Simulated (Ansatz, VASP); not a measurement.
One calculation of CsI, two programs

```
CELL_PARAMETERS angstrom
4.61192 0.00000 0.00000
0.00000 4.61192 0.00000
0.00000 0.00000 4.61192
ATOMIC_POSITIONS crystal
Cs 0.00000 0.00000 0.00000
I 0.50000 0.50000 0.50000
```

Change from the starting cell: volume scaled by 1.03, PAW files.

Alike in both runs: task electric field gradients; functional PBE; k mesh 7 × 7 × 7; occupations fermi-dirac, width 0.01 eV; no spin polarisation.

|  | VASP | Ansatz |
| --- | --- | --- |
| version | VASP 6.6.1 | Ansatz 0.2.0 |
| potentials or method | VASP PAW PBE potentials, release 64 (Cs_sv, I) | PAW with Ansatz's default frozen-core files, scalar-relativistic |
| plane-wave cutoff (eV) | 400 | 420 |
| valence electrons in the cell | 16 | 26 |

VASP gave:

| Property | Result |
| --- | --- |
| gap on the k mesh at the Fermi level (eV) | 3.81 |
| pressure (GPa) | 0.4 |

Q: Which values does Ansatz return?

A: gap on the k mesh at the Fermi level (eV): 3.82; pressure (GPa): 0.4.

The functional is the same, so the differences come from potentials, cutoffs and numerics. VASP's potentials hold 16 valence electrons a cell and Ansatz's 26, so a difference there can come from the potentials and not from the codes.

Neither program's run includes spin-orbit coupling.
